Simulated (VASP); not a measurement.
# SnO (P4/nmm) in VASP: settings compared

The runs below take SnO through single point, with LDA, PBE, PBEsol.

Everything below comes from runs of VASP 6.6.1. Logs are shortened: lines on timing, memory, paths and dates and some standing lists are left out, and cuts for length are marked.

**1. The cell of the first run**

It takes space group P4/nmm (No. 129, tetragonal). The conventional cell has a = 3.814 Å, b = 3.814 Å, c = 4.887 Å, α = 90.00°, β = 90.00°, γ = 90.00°. Sn (site symmetry 4mm) has 4 O at 2.23 Å within 2.9 Å. Within 2.9 Å of O (site symmetry -4m2) lie 4 Sn at 2.23 Å and 4 O at 2.70 Å.

**2. Single point, LDA**

INCAR

```
SYSTEM = SnO
ALGO = Normal
EDIFF = 1E-6
ENCUT = 520
GGA = CA
ISIF = 2
ISMEAR = -1
LASPH = .True.
LCHARG = .True.
LELF = .True.
LREAL = .False.
LVHAR = .True.
LWAVE = .False.
NBANDS = 28
NELM = 80
PREC = Accurate
SIGMA = 0.05
```

KPOINTS

```
k-points
0
Gamma
  4 4 3
  0 0 0
```

POSCAR

```
SnO
1.0
    3.8136952200      0.0000000000      0.0000000000
    0.0000000000      3.8136952200      0.0000000000
    0.0000000000      0.0000000000      4.8869133000
Sn O
2 2
Direct
    0.5000000000      0.0000000000      0.7646261400
    0.0000000000      0.5000000000      0.2353738600
    0.0000000000      0.0000000000      0.0000000000
    0.5000000000      0.5000000000      0.0000000000
```

Potentials or basis: VASP PAW LDA potentials, release 64 (Sn_d, O).

The run is started by

```console
cat potpaw_LDA.64/Sn_d/POTCAR potpaw_LDA.64/O/POTCAR > POTCAR
mpirun -np 1 vasp_std > vasp.out
```

OUTCAR:

```text
SYSTEM = SnO
   EDIFF = 1E-6
   ENCUT = 520
   GGA = CA
   ISIF = 2
   ISMEAR = -1
   LASPH = .True.
   LREAL = .False.
   NELM = 80
   PREC = Accurate

 ion  position               nearest neighbor table
   1  0.500  0.000  0.765-   3 2.23   4 2.23   4 2.23   3 2.23   2 3.54   2 3.54   2 3.54   2 3.54
                             2 3.74   2 3.74   2 3.74   2 3.74
   2  0.000  0.500  0.235-   3 2.23   4 2.23   3 2.23   4 2.23   1 3.54   1 3.54   1 3.54   1 3.54
                             1 3.74   1 3.74   1 3.74   1 3.74
   3  0.000  0.000  0.000-   1 2.23   2 2.23   2 2.23   1 2.23
   4  0.500  0.500  0.000-   1 2.23   2 2.23   1 2.23   2 2.23

  LATTYP: Found a simple tetragonal cell.
 ALAT       =     3.8136952200
 C/A-ratio  =     1.2814116016

  Lattice vectors:

 A1 = (   3.8136952200,   0.0000000000,   0.0000000000)
 A2 = (   0.0000000000,   3.8136952200,   0.0000000000)
 A3 = (   0.0000000000,   0.0000000000,   4.8869133000)

Analysis of symmetry for initial positions (statically):
=====================================================================
 Subroutine PRICEL returns:
 Original cell was already a primitive cell.

 Routine SETGRP: Setting up the symmetry group for a
 simple tetragonal supercell.

 Subroutine GETGRP returns: Found 16 space group operations
 (whereof  8 operations were pure point group operations)
 out of a pool of 16 trial point group operations.

The static configuration has the point symmetry D_2d.
 The point group associated with its full space group is D_4h.

Analysis of symmetry for dynamics (positions and initial velocities):
=====================================================================
 Subroutine PRICEL returns:
 Original cell was already a primitive cell.

 Routine SETGRP: Setting up the symmetry group for a
 simple tetragonal supercell.

 Subroutine GETGRP returns: Found 16 space group operations
 (whereof  8 operations were pure point group operations)
 out of a pool of 16 trial point group operations.

The dynamic configuration has the point symmetry D_2d.
 The point group associated with its full space group is D_4h.

 Subroutine INISYM returns: Found 16 space group operations
 (whereof  8 operations are pure point group operations),
 and found     1 'primitive' translations

----------------------------------------------------------------------------------------

                                     Primitive cell

  volume of cell :      71.0766

  direct lattice vectors                    reciprocal lattice vectors
     3.813695220  0.000000000  0.000000000     0.262212878  0.000000000  0.000000000
     0.000000000  3.813695220  0.000000000     0.000000000  0.262212878  0.000000000
     0.000000000  0.000000000  4.886913300     0.000000000  0.000000000  0.204628144

  length of vectors
     3.813695220  3.813695220  4.886913300     0.262212878  0.262212878  0.204628144

  position of ions in fractional coordinates (direct lattice)
     0.500000000  0.000000000  0.764626140
     0.000000000  0.500000000  0.235373860
     0.000000000  0.000000000  0.000000000
     0.500000000  0.500000000  0.000000000

  ion indices of the primitive-cell ions
   primitive index   ion index
                 1           1
                 2           2
                 3           3
                 4           4

----------------------------------------------------------------------------------------

 KPOINTS: k-points

Automatic generation of k-mesh.
 Grid dimensions read from file:
 generate k-points for:    4    4    3

 Generating k-lattice:

  Cartesian coordinates                     Fractional coordinates (reciprocal lattice)
     0.065553220  0.000000000  0.000000000     0.250000000  0.000000000  0.000000000
     0.000000000  0.065553220  0.000000000     0.000000000  0.250000000  0.000000000
     0.000000000  0.000000000  0.068209381     0.000000000  0.000000000  0.333333333

  Length of vectors
     0.065553220  0.065553220  0.068209381

  Shift w.r.t. Gamma in fractional coordinates (k-lattice)
     0.000000000  0.000000000  0.000000000

 Subroutine IBZKPT returns following result:
 ===========================================

 Found     12 irreducible k-points:

 Following reciprocal coordinates:
            Coordinates               Weight
  0.000000  0.000000  0.000000      1.000000
  0.250000  0.000000  0.000000      4.000000
  0.500000  0.000000  0.000000      2.000000
  0.250000  0.250000  0.000000      4.000000
  0.500000  0.250000  0.000000      4.000000
  0.500000  0.500000  0.000000      1.000000
  0.000000  0.000000  0.333333      2.000000
  0.250000  0.000000  0.333333      8.000000
  0.500000  0.000000  0.333333      4.000000
  0.250000  0.250000  0.333333      8.000000
  0.500000  0.250000  0.333333      8.000000
  0.500000  0.500000  0.333333      2.000000
   k-points           NKPTS =     12   k-points in BZ     NKDIM =     12   number of bands    NBANDS=     28
   number of dos      NEDOS =    301   number of ions     NIONS =      4
   total plane-waves  NPLWV =  28224
   dimension x,y,z NGX =    28 NGY =   28 NGZ =   36
   dimension x,y,z NGXF=    56 NGYF=   56 NGZF=   72
   ions per type =               2   2
   NGX,Y,Z   is equivalent  to a cutoff of  12.21, 12.21, 12.25 a.u.
   NGXF,Y,Z  is equivalent  to a cutoff of  24.41, 24.41, 24.49 a.u.
 SYSTEM =  SnO
   PREC   = accura    normal or accurate (medium, high low for compatibility)
   ISTART =      0    job   : 0-new  1-cont  2-samecut
   ICHARG =      2    charge: 1-file 2-atom 10-const
   ISPIN  =      1    spin polarized calculation?
   LNONCOLLINEAR =      F non collinear calculations
   LSORBIT =      F    spin-orbit coupling
   LASPH  =      T    aspherical Exc in radial PAW
   ENCUT  =  520.0 eV  38.22 Ry    6.18 a.u.   7.09  7.09  9.09*2*pi/ulx,y,z
   NELM   =     80;   NELMIN=  2; NELMDL= -5     # of ELM steps
   EDIFF  = 0.1E-05   stopping-criterion for ELM
   LREAL  =      F    real-space projection
   EDIFFG = 0.1E-04   stopping-criterion for IOM
   NSW    =      0    number of steps for IOM
   IBRION =     -1    ionic relax: 0-MD 1-quasi-New 2-CG
   NFREE  =      0    steps in history (QN), initial steepest desc. (CG)
   ISIF   =      2    stress and relaxation
   ISYM   =      2    0-nonsym 1-usesym 2-fastsym
   POTIM  = 0.5000    time-step for ionic-motion
   TEBEG  =    0.0;   TEEND  =   0.0 temperature during run
   PSTRESS=    0.0 pullay stress
   NELECT =      40.0000    total number of electrons
   NUPDOWN=      -1.0000    fix difference up-down
   EMIN   =  10.00;   EMAX   =-10.00  energy-range for DOS
   EFERMI =   0.00;   METHOD = LEGACY
   ISMEAR =    -1;   SIGMA  =   0.05  broadening in eV -4-tet -1-fermi 0-gaus
   EFERMI_NEDOS =   21; number of points for ismear=-14 and -15
   IALGO  =     38    algorithm
   IMIX   =      4    mixing-type and parameters
     AMIX     =   0.40;   BMIX     =  1.00
     AMIX_MAG =   1.60;   BMIX_MAG =  1.00
  volume/ion in A,a.u.               =      17.77       119.91
  Fermi-wavevector in a.u.,A,eV,Ry     =   1.351614  2.554180 24.855939  1.826860
  Thomas-Fermi vector in A             =   2.479021
   LORBIT       =      0    0 simple, 1 ext, 2 COOP (PROOUT), +10 PAW based schemes
   GGA     = CA    functional components
   LHFCALC =     F    Hartree Fock is set to
   AEXX    =    0.0000 exact exchange contribution
   IVDW    =     0    specifies the selected vdW correction
   LEPSILON=     F    determine dielectric tensor
   LRPA    =     F    only Hartree local field effects (RPA)
 non-spin polarized calculation
  energy-cutoff  :      520.00
  volume of cell :       71.08
 maximum number of plane-waves:      1926
   NGX = 15   NGY = 15   NGZ = 19

 number of electron      39.9999977 magnetization

 Free energy of the ion-electron system (eV)
  ---------------------------------------------------
  ext. energy  EPLUGINS =         0.00000000
  ---------------------------------------------------
  free energy    TOTEN  =       -25.68755010 eV

  energy without entropy =      -25.68561513  energy(sigma->0) =      -25.68658261

 E-fermi :   6.7050     XC(G=0): -10.5844

 val. band max:        6.6155448623   @ k =   0.0000   0.0000   0.0000
 cond. band min:       6.8330840008   @ k =   0.5000   0.5000   0.0000
 fundamental gap:      0.2175391385
 Fermi energy:         6.7050196413

 k-point     1 :       0.0000    0.0000    0.0000
  band No.  band energies     occupation
      1     -15.1663      2.00000
      2     -14.7490      2.00000
      3     -14.7490      2.00000
      4     -14.7453      2.00000
      5     -14.6955      2.00000
      6     -14.6928      2.00000
[... 20 lines left out ...]
     27      13.4532      0.00000
     28      13.8932      0.00000

 k-point     2 :       0.2500    0.0000    0.0000
  band No.  band energies     occupation
      1     -15.1342      2.00000
      2     -14.8302      2.00000
      3     -14.7357      2.00000
      4     -14.7356      2.00000
      5     -14.7106      2.00000
      6     -14.7020      2.00000
[... 20 lines left out ...]
     27      13.9561      0.00000
     28      17.0046      0.00000

 k-point     3 :       0.5000    0.0000    0.0000
  band No.  band energies     occupation
      1     -15.0353      2.00000
      2     -15.0353      2.00000
      3     -14.7139      2.00000
      4     -14.7139      2.00000
      5     -14.7088      2.00000
      6     -14.7088      2.00000
[... 20 lines left out ...]
     27      15.1811      0.00000
     28      15.1811      0.00000

 k-point     4 :       0.2500    0.2500    0.0000
  band No.  band energies     occupation
      1     -15.1222      2.00000
      2     -14.9324      2.00000
      3     -14.7409      2.00000
      4     -14.7134      2.00000
      5     -14.7060      2.00000
      6     -14.7015      2.00000
[... 206 lines left out ...]
     27      15.2949      0.00000
     28      16.3384      0.00000

 k-point    11 :       0.5000    0.2500    0.3333
  band No.  band energies     occupation
      1     -15.0657      2.00000
      2     -15.0657      2.00000
      3     -14.7207      2.00000
      4     -14.7207      2.00000
      5     -14.6949      2.00000
      6     -14.6949      2.00000
[... 20 lines left out ...]
     27      15.5027      0.00000
     28      15.5027      0.00000

 k-point    12 :       0.5000    0.5000    0.3333
  band No.  band energies     occupation
      1     -15.0917      2.00000
      2     -15.0917      2.00000
      3     -14.7099      2.00000
      4     -14.7099      2.00000
      5     -14.6801      2.00000
      6     -14.6801      2.00000
[... 20 lines left out ...]
     27      15.6962      0.00000
     28      15.6962      0.00000

------------------------ aborting loop because EDIFF is reached ----------------------------------------

  FORCE on cell =-STRESS in cart. coord.  units (eV):
  Direction    XX          YY          ZZ          XY          YZ          ZX
  --------------------------------------------------------------------------------------
  -------------------------------------------------------------------------------------
  Total       -1.4023005     -1.4023005     -1.1532676      0.0000000      0.0000000      0.0000000
  in kB      -31.6100417    -31.6100417    -25.9964523      0.0000000      0.0000000      0.0000000
  external PRESSURE =     -29.7388452 kB  Pullay stress =       0.0000000 kB

 VOLUME and BASIS-vectors are now :
 -----------------------------------------------------------------------------
  energy-cutoff  :      520.00
  volume of cell :       71.08
      direct lattice vectors                 reciprocal lattice vectors
     3.813695220  0.000000000  0.000000000     0.262212878  0.000000000  0.000000000
     0.000000000  3.813695220  0.000000000     0.000000000  0.262212878  0.000000000
     0.000000000  0.000000000  4.886913300     0.000000000  0.000000000  0.204628144

 POSITION                                       TOTAL-FORCE (eV/Angst)
 -----------------------------------------------------------------------------------
      1.90685      0.00000      3.73666        -0.000000      0.000000      0.106726
      0.00000      1.90685      1.15025         0.000000      0.000000     -0.106726
      0.00000      0.00000      0.00000         0.000000      0.000000      0.000000
      1.90685      1.90685      0.00000        -0.000000     -0.000000      0.000000
 -----------------------------------------------------------------------------------
    total drift:                                0.000000      0.000000      0.000000

  FREE ENERGIE OF THE ION-ELECTRON SYSTEM (eV)
  ---------------------------------------------------
  free  energy   TOTEN  =       -25.6875500973 eV

  energy  without entropy=      -25.6856151279  energy(sigma->0) =      -25.68658261
```

It took 23 s on 1 thread of Intel Xeon Platinum 8259CL at 2.50GHz (Skylake/Cascade Lake), shared host; peak memory 0.15 GiB.

Results:

| Item | Value |
| --- | --- |
| Free energy | -25.6876 eV |
| Pressure | -3.0 GPa |
| Largest force | 0.107 eV/Å |
| Band gap on the k mesh | 0.22 eV, indirect (least direct gap 2.03 eV) |

Forces on the atoms (eV/Å):
```
Sn   0.000  0.000  0.107
Sn   0.000  0.000 -0.107
O    0.000  0.000  0.000
O    0.000  0.000  0.000
```

Stress tensor (GPa, compression positive):
```
-3.16  0.00  0.00
 0.00 -3.16  0.00
 0.00  0.00 -2.60
```

Levels at points of the mesh, in eV from the valence-band top:
```
           k point  band 18  band 19  band 20  band 21  band 22  band 23
(0.00, 0.00, 0.00)    -3.10    -3.10     0.00     2.04     4.15     4.79
(0.50, 0.00, 0.00)    -4.79    -2.58    -2.58     3.13     3.13     5.85
(0.50, 0.50, 0.00)    -2.43    -1.81    -1.81     0.22     0.22     4.44
```

Caveat: the k points lie up to 0.43 Å⁻¹ apart; spin-orbit coupling is left out, which moves the levels of the heavy elements. A k mesh can miss the band edges.

**3. Single point, PBE**

INCAR

```
SYSTEM = SnO
PREC = Accurate
ENCUT = 520
EDIFF = 1E-7
ISMEAR = -1
SIGMA = 0.05
LREAL = .FALSE.
LASPH = .TRUE.
NELM = 100
ALGO = Normal
ISIF = 2
LWAVE = .FALSE.
LCHARG = .FALSE.
GGA = PE
NBANDS = 28
```

KPOINTS

```
Automatic mesh
0
G
  4 4 3
  0 0 0
```

POSCAR is that of step 2.

Potentials or basis: VASP PAW PBE potentials, release 64 (Sn_d, O).

The run is started by

```console
cat potpaw_PBE.64/Sn_d/POTCAR potpaw_PBE.64/O/POTCAR > POTCAR
mpirun -np 1 vasp_std > vasp.out
```

It took 28 s on 1 thread of Intel Xeon Platinum 8259CL at 2.50GHz (Skylake/Cascade Lake), shared host; peak memory 0.17 GiB.

Results (log left out):

* Free energy: -22.6778 eV
* Pressure: 3.8 GPa
* Largest force: 0.489 eV/Å
* Band gap on the k mesh: 0.16 eV, indirect (least direct gap 2.03 eV)

Forces on the atoms (eV/Å):
```
Sn   0.000  0.000 -0.489
Sn   0.000  0.000  0.489
O    0.000  0.000  0.000
O    0.000  0.000  0.000
```

Stress tensor (GPa, compression positive):
```
4.10 0.00 0.00
0.00 4.10 0.00
0.00 0.00 3.28
```

Levels at points of the mesh, in eV from the valence-band top:
```tsv
k point	band 18	band 19	band 20	band 21	band 22	band 23
(0.00, 0.00, 0.00)	-3.18	-3.18	0.00	2.05	4.27	4.74
(0.50, 0.00, 0.00)	-4.84	-2.66	-2.66	3.15	3.15	5.92
(0.50, 0.50, 0.00)	-2.52	-1.87	-1.87	0.16	0.16	4.48
```

Caveat: the k points lie up to 0.43 Å⁻¹ apart; spin-orbit coupling is left out, which moves the levels of the heavy elements. A k mesh can miss the band edges.

(Continued in part 2 of 2.)
